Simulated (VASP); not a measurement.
# SiO2 (P4_12_12) in VASP: notebook, part 2 of 2

VASP 6.6.1.

## Step 3: Single point, PBE (z stretched by -2 %, then relaxed in part)

Input file INCAR:

```
SYSTEM = SiO2
ALGO = Normal ; EDIFF = 1E-6
ENCUT = 520 ; GGA = PE
ISIF = 2 ; ISMEAR = -1
LASPH = .True. ; LCHARG = .False.
LREAL = .False. ; LWAVE = .False.
NBANDS = 44 ; NELM = 60
PREC = Accurate ; SIGMA = 0.02
```

Input file KPOINTS:

```
k-points
0
Gamma
  6 6 5
  0 0 0
```

Input file POSCAR:

```
SiO2
1.0
    4.9727000000      0.0000000000      0.0000000000
    0.0000000000      4.9727000000      0.0000000000
    0.0000000000      0.0000000000      6.7871860000
Si O
4 8
Direct
    0.3086947488      0.3086947488      0.0000000000
    0.1913052512      0.8086947488      0.2500000000
    0.6913052512      0.6913052512      0.5000000000
    0.8086947488      0.1913052512      0.7500000000
    0.2348341376      0.1217236531      0.1889618353
    0.3782763469      0.7348341376      0.4389618353
    0.7651658624      0.8782763469      0.6889618353
    0.6217236531      0.2651658624      0.9389618353
    0.7348341376      0.3782763469      0.5610381647
    0.8782763469      0.7651658624      0.3110381647
    0.2651658624      0.6217236531      0.0610381647
    0.1217236531      0.2348341376      0.8110381647
```

Potentials or basis: VASP PAW PBE potentials, release 64 (Si, O).

Run with:

```console
$ cat potpaw_PBE.64/Si/POTCAR potpaw_PBE.64/O/POTCAR > POTCAR
$ mpirun -np 1 vasp_std > vasp.out
```

Wall time 3.9 min (1 thread of Intel Xeon Platinum 8488C (Sapphire Rapids), shared host); peak memory 0.34 GiB.

The run converged. Its results:

| Quantity | Value |
| --- | --- |
| Free energy | -94.8516 eV |
| Pressure | 1.6 GPa |
| Largest force | 0.021 eV/Å |
| Band gap on the k mesh | 5.63 eV |

Forces on the atoms (eV/Å):
```
Si   0.004  0.004  0.000
Si  -0.004  0.004  0.000
Si  -0.004 -0.004  0.000
Si   0.004 -0.004  0.000
O    0.012 -0.007  0.015
O    0.007  0.012  0.015
O   -0.012  0.007  0.015
O   -0.007 -0.012  0.015
O    0.012  0.007 -0.015
O    0.007 -0.012 -0.015
O   -0.012 -0.007 -0.015
O   -0.007  0.012 -0.015
```

Stress tensor (GPa, compression positive):
```
1.36 0.00 0.00
0.00 1.36 0.00
0.00 0.00 2.10
```

Levels at points of the mesh, in eV from the valence-band top:
```tsv
k point	band 30	band 31	band 32	band 33	band 34	band 35
(0.00, 0.00, 0.00)	-0.39	-0.39	0.00	5.63	8.76	8.76
(0.50, 0.00, 0.00)	-0.66	-0.52	-0.52	7.69	7.69	9.18
(0.50, 0.50, 0.00)	-0.57	-0.51	-0.51	8.64	8.64	8.66
```

Caveat: the cell differs from its parent crystal (z stretched by -2 %, then relaxed in part). A k mesh can miss the band edges.

## Step 4: Single point, PBE (z stretched by -1 %, then relaxed in part)

Input file INCAR:

```
ALGO     = Normal         # electronic algorithm
EDIFF    = 1E-7           # SCF threshold, eV
ENCUT    = 520            # plane-wave cutoff, eV
GGA      = PE             # functional
ISIF     = 2              # what is computed and relaxed
ISMEAR   = -1             # smearing method
LASPH    = T              # aspherical terms in the spheres
LCHARG   = F              # write CHGCAR
LREAL    = F              # projectors in reciprocal space
LWAVE    = F              # write WAVECAR
NBANDS   = 44             # bands
NELM     = 100            # most SCF steps
PREC     = Accurate       # precision mode
SIGMA    = 0.02           # smearing width, eV
```

Input file KPOINTS:

```
k-points
0
Gamma
  6 6 5
```

Input file POSCAR:

```
SiO2
1.0
    4.9727000000      0.0000000000      0.0000000000
    0.0000000000      4.9727000000      0.0000000000
    0.0000000000      0.0000000000      6.8564430000
Si O
4 8
Direct
    0.3070378210      0.3070378210      0.0000000000
    0.1929621790      0.8070378210      0.2500000000
    0.6929621790      0.6929621790      0.5000000000
    0.8070378210      0.1929621790      0.7500000000
    0.2357160443      0.1192093997      0.1870872773
    0.3807906003      0.7357160443      0.4370872773
    0.7642839557      0.8807906003      0.6870872773
    0.6192093997      0.2642839557      0.9370872773
    0.7357160443      0.3807906003      0.5629127227
    0.8807906003      0.7642839557      0.3129127227
    0.2642839557      0.6192093997      0.0629127227
    0.1192093997      0.2357160443      0.8129127227
```

Potentials or basis: VASP PAW PBE potentials, release 64 (Si, O).

Run with:

```console
$ cat potpaw_PBE.64/Si/POTCAR potpaw_PBE.64/O/POTCAR > POTCAR
$ mpirun -np 1 vasp_std > vasp.out
```

OUTCAR:

```text
EDIFF = 1E-7
   ENCUT = 520
   GGA = PE
   ISIF = 2
   ISMEAR = -1
   LASPH = T
   LREAL = F
   NELM = 100
   PREC = Accurate

 ion  position               nearest neighbor table
   1  0.307  0.307  0.000-   8 1.63  11 1.63   5 1.63  12 1.63   2 3.07   4 3.07   2 3.07   4 3.07

   2  0.193  0.807  0.250-   5 1.63  10 1.63   6 1.63  11 1.63   1 3.07   3 3.07   1 3.07   3 3.07

   3  0.693  0.693  0.500-   6 1.63   9 1.63   7 1.63  10 1.63   2 3.07   4 3.07   4 3.07   2 3.07

   4  0.807  0.193  0.750-   7 1.63  12 1.63   9 1.63   8 1.63   1 3.07   3 3.07   3 3.07   1 3.07

[... 1361 lines left out ...]

 VOLUME and BASIS-vectors are now :
 -----------------------------------------------------------------------------
  energy-cutoff  :      520.00
  volume of cell :      169.54
      direct lattice vectors                 reciprocal lattice vectors
     4.972700000  0.000000000  0.000000000     0.201097995  0.000000000  0.000000000
     0.000000000  4.972700000  0.000000000     0.000000000  0.201097995  0.000000000
     0.000000000  0.000000000  6.856443000     0.000000000  0.000000000  0.145848219

 POSITION                                       TOTAL-FORCE (eV/Angst)
 -----------------------------------------------------------------------------------
      1.52681      1.52681      0.00000         0.009265      0.009265      0.000000
      0.95954      4.01316      1.71411        -0.009265      0.009265      0.000000
      3.44589      3.44589      3.42822        -0.009265     -0.009265      0.000000
      4.01316      0.95954      5.14233         0.009265     -0.009265      0.000000
      1.17215      0.59279      1.28275         0.008437     -0.001845      0.005334
      1.89356      3.65850      2.99686         0.001845      0.008437      0.005334
      3.80055      4.37991      4.71097        -0.008437      0.001845      0.005334
      3.07914      1.31420      6.42509        -0.001845     -0.008437      0.005334
      3.65850      1.89356      3.85958         0.008437      0.001845     -0.005334
      4.37991      3.80055      2.14547         0.001845     -0.008437     -0.005334
      1.31420      3.07914      0.43136        -0.008437     -0.001845     -0.005334
      0.59279      1.17215      5.57369        -0.001845      0.008437     -0.005334
 -----------------------------------------------------------------------------------
    total drift:                                0.000000     -0.000000      0.000000

  FREE ENERGIE OF THE ION-ELECTRON SYSTEM (eV)
  ---------------------------------------------------
  free  energy   TOTEN  =       -94.8727671816 eV

  energy  without entropy=      -94.8727671816  energy(sigma->0) =      -94.87276718
```

Run time: 4.3 min. Hardware: 1 thread of Intel Xeon Platinum 8488C (Sapphire Rapids), shared host; peak memory 0.35 GiB.

Results:

| Quantity | Value |
| --- | --- |
| Free energy | -94.8728 eV |
| Pressure | 1.5 GPa |
| Largest force | 0.013 eV/Å |
| Band gap on the k mesh | 5.63 eV |

Forces in eV/Å, atoms in the order of the input:
```
Si   0.009  0.009  0.000
Si  -0.009  0.009  0.000
Si  -0.009 -0.009  0.000
Si   0.009 -0.009  0.000
O    0.008 -0.002  0.005
O    0.002  0.008  0.005
O   -0.008  0.002  0.005
O   -0.002 -0.008  0.005
O    0.008  0.002 -0.005
O    0.002 -0.008 -0.005
O   -0.008 -0.002 -0.005
O   -0.002  0.008 -0.005
```

Caveat: the cell differs from its parent crystal (z stretched by -1 %, then relaxed in part). A k mesh can miss the band edges.

## Step 5: The runs side by side

| cell | gap on the mesh (eV) | pressure (GPa) | largest force (eV/Å) |
| --- | --- | --- | --- |
| a = 4.973, b = 4.973, c = 6.926 Å, 12 atoms, atomic positions A | 5.62 | 1.4 | 0.02 |
| a = 4.973, b = 4.973, c = 6.787 Å, 12 atoms, atomic positions B | 5.63 | 1.6 | 0.02 |
| a = 4.973, b = 4.973, c = 6.856 Å, 12 atoms, atomic positions C | 5.63 | 1.5 | 0.01 |

Alike in all rows: task single point; level PBE; potentials or basis VASP PAW PBE potentials, release 64 (Si, O); no spin polarisation; k mesh 6 × 6 × 5; cutoff (eV) 520; smearing fermi-dirac 0.02 eV.

Total energies depend on the potentials used, so only differences within one code and one set of settings carry meaning.
